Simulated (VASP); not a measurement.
# BaHf (P-6m2) in VASP: notebook

BaHf is run at these levels: PBE; tasks: single point, relaxation of cell and atoms.

Everything below comes from runs of VASP 6.6.1. Logs are shortened: lines on timing, memory, paths and dates and some standing lists are left out, and cuts for length are marked.

## 1. The cell of the first run

The structure is hexagonal, space group P-6m2 (No. 187). The conventional cell has a = 3.438 Å, b = 3.438 Å, c = 6.114 Å, α = 90.00°, β = 90.00°, γ = 120.00°. Ba (site symmetry -6m2) has 6 Ba at 3.44 Å and 6 Hf at 3.64 Å within 4.5 Å. Within 4.5 Å of Hf (site symmetry -6m2) lie 6 Hf at 3.44 Å and 6 Ba at 3.64 Å.

## 2. Single point, PBE

File INCAR:

```
PREC     = Accurate       # precision mode
ENCUT    = 520            # plane-wave cutoff, eV
EDIFF    = 1E-6           # SCF threshold, eV
ISMEAR   = 0              # smearing method
SIGMA    = 0.1            # smearing width, eV
LREAL    = False          # projectors in reciprocal space
LASPH    = True           # aspherical terms in the spheres
NELM     = 100            # most SCF steps
ALGO     = Fast           # electronic algorithm
ISIF     = 2              # what is computed and relaxed
LWAVE    = False          # write WAVECAR
LCHARG   = False          # write CHGCAR
GGA      = PE             # functional
NBANDS   = 17             # bands
```

File KPOINTS:

```
regular mesh
0
Gamma
  18 18 10
```

File POSCAR:

```
BaHf
1.0
    3.4379082009      0.0000000000      0.0000000000
   -1.7189541005      2.9773158378      0.0000000000
    0.0000000000      0.0000000000      6.1135565408
Ba Hf
1 1
Direct
    0.0000000000      0.0000000000      0.0000000000
    0.6666666667      0.3333333333      0.5000000000
```

Potentials or basis: VASP PAW PBE potentials, release 64 (Ba_sv, Hf_pv).

Command:

```
cat potpaw_PBE.64/Ba_sv/POTCAR potpaw_PBE.64/Hf_pv/POTCAR > POTCAR
mpirun -np 1 vasp_std > vasp.out
```

OUTCAR:

```text
PREC = Accurate
   ENCUT = 520
   EDIFF = 1E-6
   ISMEAR = 0
   LREAL = False
   LASPH = True
   NELM = 100
   ISIF = 2
   GGA = PE

 ion  position               nearest neighbor table
   1  0.000  0.000  0.000-   2 3.64   2 3.64   2 3.64   2 3.64   2 3.64   2 3.64
   2  0.667  0.333  0.500-   1 3.64   1 3.64   1 3.64   1 3.64   1 3.64   1 3.64

  LATTYP: Found a hexagonal cell.
 ALAT       =     3.4379082009
 C/A-ratio  =     1.7782780061

  Lattice vectors:

 A1 = (   3.4379082009,   0.0000000000,   0.0000000000)
 A2 = (  -1.7189541005,   2.9773158378,   0.0000000000)
 A3 = (   0.0000000000,   0.0000000000,   6.1135565408)

Analysis of symmetry for initial positions (statically):
=====================================================================
 Subroutine PRICEL returns:
 Original cell was already a primitive cell.

 Routine SETGRP: Setting up the symmetry group for a
 hexagonal supercell.

 Subroutine GETGRP returns: Found 12 space group operations
 (whereof 12 operations were pure point group operations)
 out of a pool of 24 trial point group operations.

The static configuration has the point symmetry D_3h.

Analysis of symmetry for dynamics (positions and initial velocities):
=====================================================================
 Subroutine PRICEL returns:
 Original cell was already a primitive cell.

 Routine SETGRP: Setting up the symmetry group for a
 hexagonal supercell.

 Subroutine GETGRP returns: Found 12 space group operations
 (whereof 12 operations were pure point group operations)
 out of a pool of 24 trial point group operations.

The dynamic configuration has the point symmetry D_3h.

 Subroutine INISYM returns: Found 12 space group operations
 (whereof 12 operations are pure point group operations),
 and found     1 'primitive' translations

----------------------------------------------------------------------------------------

                                     Primitive cell

  volume of cell :      62.5768

  direct lattice vectors                    reciprocal lattice vectors
     3.437908201  0.000000000  0.000000000     0.290874550  0.167936500  0.000000000
    -1.718954100  2.977315838  0.000000000     0.000000000  0.335872999  0.000000000
     0.000000000  0.000000000  6.113556541     0.000000000  0.000000000  0.163570909

  length of vectors
     3.437908201  3.437908201  6.113556541     0.335872999  0.335872999  0.163570909

[... 79 lines left out ...]
   NELM   =    100;   NELMIN=  2; NELMDL= -5     # of ELM steps
   EDIFF  = 0.1E-05   stopping-criterion for ELM
   LREAL  =      F    real-space projection
   EDIFFG = 0.1E-04   stopping-criterion for IOM
   NSW    =      0    number of steps for IOM
   IBRION =     -1    ionic relax: 0-MD 1-quasi-New 2-CG
   NFREE  =      0    steps in history (QN), initial steepest desc. (CG)
   ISIF   =      2    stress and relaxation
   ISYM   =      2    0-nonsym 1-usesym 2-fastsym
   POTIM  = 0.5000    time-step for ionic-motion
   TEBEG  =    0.0;   TEEND  =   0.0 temperature during run
   PSTRESS=    0.0 pullay stress
   NELECT =      20.0000    total number of electrons
   NUPDOWN=      -1.0000    fix difference up-down
   EMIN   =  10.00;   EMAX   =-10.00  energy-range for DOS
   EFERMI =   0.00;   METHOD = LEGACY
   ISMEAR =     0;   SIGMA  =   0.10  broadening in eV -4-tet -1-fermi 0-gaus
   EFERMI_NEDOS =   21; number of points for ismear=-14 and -15
   IALGO  =     68    algorithm
   IMIX   =      4    mixing-type and parameters
     AMIX     =   0.40;   BMIX     =  1.00
     AMIX_MAG =   1.60;   BMIX_MAG =  1.00
  volume/ion in A,a.u.               =      31.29       211.14
  Fermi-wavevector in a.u.,A,eV,Ry     =   1.119302  2.115173 17.045870  1.252836
  Thomas-Fermi vector in A             =   2.255940
   LORBIT       =      0    0 simple, 1 ext, 2 COOP (PROOUT), +10 PAW based schemes
   GGA     = PE    functional components
   LHFCALC =     F    Hartree Fock is set to
   AEXX    =    0.0000 exact exchange contribution
   IVDW    =     0    specifies the selected vdW correction
   LEPSILON=     F    determine dielectric tensor
   LRPA    =     F    only Hartree local field effects (RPA)
 non-spin polarized calculation
 RMM-DIIS sequential band-by-band and
 Gauss-broadening in eV      SIGMA  =   0.10
  energy-cutoff  :      520.00
  volume of cell :       62.58
 maximum number of plane-waves:      1712
 NGX is ok and might be reduce to    28
   NGX = 13   NGY = 13   NGZ = 23

 number of electron      20.0000001 magnetization

 Free energy of the ion-electron system (eV)
  ---------------------------------------------------
  ext. energy  EPLUGINS =         0.00000000
  ---------------------------------------------------
  free energy    TOTEN  =       -10.07840129 eV

  energy without entropy =      -10.06451986  energy(sigma->0) =      -10.07146058

 E-fermi :   3.8053     XC(G=0):  -9.9294

 val. band max:        3.8048660321   @ k =   0.1667   0.0556   0.3000
 cond. band min:       3.8059366173   @ k =   0.1667   0.0556   0.4000
 fundamental gap:      0.0010705852
 Fermi energy:         3.8053428434

 k-point     1 :       0.0000    0.0000    0.0000
  band No.  band energies     occupation
      1     -27.4553      2.00000
      2     -27.1842      2.00000
      3     -27.1842      2.00000
      4     -24.4957      2.00000
      5      -9.7081      2.00000
      6      -8.2042      2.00000
[... 457 lines left out ...]
      4     -23.9535      2.00000
      5     -10.9759      2.00000
      6      -9.1427      2.00000
[... 9 lines left out ...]
     16       9.4440      0.00000
     17      10.5027      0.00000

 [... further k-points ...]

------------------------ aborting loop because EDIFF is reached ----------------------------------------

  FORCE on cell =-STRESS in cart. coord.  units (eV):
  Direction    XX          YY          ZZ          XY          YZ          ZX
  --------------------------------------------------------------------------------------
  -------------------------------------------------------------------------------------
  Total        0.3010016      0.3010016      0.3151829     -0.0000000      0.0000000      0.0000000
  in kB        7.7066621      7.7066621      8.0697515     -0.0000000      0.0000000      0.0000000
  external PRESSURE =       7.8276919 kB  Pullay stress =       0.0000000 kB

 VOLUME and BASIS-vectors are now :
 -----------------------------------------------------------------------------
  energy-cutoff  :      520.00
  volume of cell :       62.58
      direct lattice vectors                 reciprocal lattice vectors
     3.437908201  0.000000000  0.000000000     0.290874550  0.167936500  0.000000000
    -1.718954100  2.977315838  0.000000000     0.000000000  0.335872999  0.000000000
     0.000000000  0.000000000  6.113556541     0.000000000  0.000000000  0.163570909

 POSITION                                       TOTAL-FORCE (eV/Angst)
 -----------------------------------------------------------------------------------
      0.00000      0.00000      0.00000        -0.000000      0.000000      0.000000
      1.71895      0.99244      3.05678         0.000000     -0.000000      0.000000
 -----------------------------------------------------------------------------------
    total drift:                               -0.000000      0.000000      0.000000

  FREE ENERGIE OF THE ION-ELECTRON SYSTEM (eV)
  ---------------------------------------------------
  free  energy   TOTEN  =       -10.0784012868 eV

  energy  without entropy=      -10.0645198636  energy(sigma->0) =      -10.07146058
```

OSZICAR:

```text
N       E                     dE             d eps       ncg     rms          rms(c)
DAV:   1     0.855899971280E+02    0.85590E+02   -0.10371E+04  7548   0.108E+03
DAV:   2    -0.761779549986E+01   -0.93208E+02   -0.90941E+02 10213   0.228E+02
DAV:   3    -0.118761037863E+02   -0.42583E+01   -0.42221E+01 10407   0.362E+01
DAV:   4    -0.119578295988E+02   -0.81726E-01   -0.81659E-01  9803   0.534E+00
DAV:   5    -0.119602514684E+02   -0.24219E-02   -0.24216E-02 11308   0.658E-01    0.244E+01
RMM:   6    -0.108582354235E+02    0.11020E+01   -0.39448E+00  9079   0.702E+00    0.273E+01
RMM:   7    -0.102123692034E+02    0.64587E+00   -0.49849E-01  8857   0.353E+00    0.177E+01
RMM:   8    -0.101753059903E+02    0.37063E-01   -0.49938E-01  8496   0.348E+00    0.319E+00
RMM:   9    -0.100836129236E+02    0.91693E-01   -0.16803E-01 10129   0.179E+00    0.626E-01
RMM:  10    -0.100779204140E+02    0.56925E-02   -0.25050E-02 10607   0.724E-01    0.789E-01
RMM:  11    -0.100783211097E+02   -0.40070E-03   -0.53400E-03 11798   0.277E-01    0.117E-01
RMM:  12    -0.100783757391E+02   -0.54629E-04   -0.15237E-03 11912   0.124E-01    0.793E-02
RMM:  13    -0.100784049931E+02   -0.29254E-04   -0.37091E-04 10866   0.785E-02    0.651E-02
RMM:  14    -0.100783960070E+02    0.89861E-05   -0.15418E-04 11287   0.463E-02    0.997E-03
RMM:  15    -0.100784009572E+02   -0.49502E-05   -0.48526E-05 11006   0.194E-02    0.140E-02
RMM:  16    -0.100784012868E+02   -0.32953E-06   -0.95012E-06  9227   0.909E-03
   1 F= -.10078401E+02 E0= -.10071461E+02  d E =-.138814E-01
```

Run time: 5.8 min. Hardware: 1 thread of Oxide Virtual Turin-like, shared host; peak memory 0.36 GiB.

Results:

* Free energy: -10.0784 eV
* Pressure: 0.8 GPa
* Band gap on the k mesh: zero (bands 10 and 11 overlap by 1.37 eV)

Caveat: spin-orbit coupling is left out, which moves the levels of the heavy elements.

## 3. Relaxation of cell and atoms, PBE

This run uses another cell than the first one, of 31.07 Å³/atom.

File INCAR:

```
ALGO = Fast
EDIFF = 1E-7
EDIFFG = -0.01
ENCUT = 600
GGA = PE
IBRION = 2
ISIF = 3
ISMEAR = 0
LASPH = T
LCHARG = F
LREAL = F
LWAVE = F
NELM = 80
NSW = 100
PREC = Accurate
SIGMA = 0.1
```

File KPOINTS:

```
k-points
0
Gamma
  18 18 10
```

File POSCAR:

```
BaHf
1.0
    3.4106636777      0.0000000000      0.0000000000
   -1.7053318389      2.9537213887      0.0000000000
    0.0000000000      0.0000000000      6.1675400936
Ba Hf
1 1
Direct
    0.0000000000      0.0000000000      0.0000000000
    0.6666666667      0.3333333333      0.5000000000
```

Potentials or basis: VASP PAW PBE potentials, release 64 (Ba_sv, Hf_pv).

Command:

```
cat potpaw_PBE.64/Ba_sv/POTCAR potpaw_PBE.64/Hf_pv/POTCAR > POTCAR
mpirun -np 1 vasp_std > vasp.out
```

It took 13 min on 1 thread of Oxide Virtual Turin-like, shared host; peak memory 0.4 GiB.

Results (log left out):

| Quantity | Value |
| --- | --- |
| Free energy | -10.0813 eV |
| Relaxed volume | 31.91 Å³/atom |
| Relaxed cell | a = 3.461 Å, b = 3.461 Å, c = 6.151 Å, α = 90.00°, β = 90.00°, γ = 120.00° |
| Space group after relaxing (to 0.1 Å) | P-6m2 (No. 187) |
| Energy gained by relaxing | 3.4 meV/atom |
| Ionic steps | 5 |
| Pressure after relaxing | 0.0 GPa |
| Band gap on the k mesh | zero (bands 10 and 11 overlap by 1.35 eV) |

The path:
| step | energy change (eV) | largest force (eV/Å) | pressure (GPa) | volume (Å³) |
| --- | --- | --- | --- | --- |
| 1 | 0.0000 | 0.0000 | 1.02 | 62.13 |
| 2 | -0.0062 | 0.0000 | -0.08 | 63.92 |
| 3 | -0.0062 | 0.0000 | -0.08 | 63.92 |
| 4 | -0.0067 | 0.0000 | -0.03 | 63.87 |
| 5 | -0.0069 | 0.0000 | 0.01 | 63.81 |

Final structure:
```xyz
2
Lattice="3.4610 0.0000 0.0000 -1.7305 2.9973 0.0000 0.0000 0.0000 6.1514" Properties=species:S:1:pos:R:3 pbc="T T T"
Ba   -1.7305    2.9973    0.0000
Hf    1.7305    0.9991    3.0757
```

Levels at points of the mesh, in eV from the Fermi level:
| k point | band 7 | band 8 | band 9 | band 10 | band 11 | band 12 | band 13 | band 14 |
| --- | --- | --- | --- | --- | --- | --- | --- | --- |
| (0.00, 0.00, 0.00) | -12.08 | -5.15 | -1.26 | 1.03 | 1.36 | 1.36 | 1.66 | 2.94 |
| (0.50, 0.00, 0.00) | -12.73 | -2.00 | -1.32 | -1.30 | 0.32 | 1.04 | 1.64 | 1.69 |
| (0.00, 0.00, 0.50) | -12.08 | -4.26 | -1.53 | 0.52 | 0.57 | 1.31 | 1.31 | 2.24 |
| (0.50, 0.00, 0.50) | -12.73 | -2.58 | -1.40 | -0.62 | -0.26 | 1.07 | 2.32 | 3.52 |

Caveat: spin-orbit coupling is left out, which moves the levels of the heavy elements.
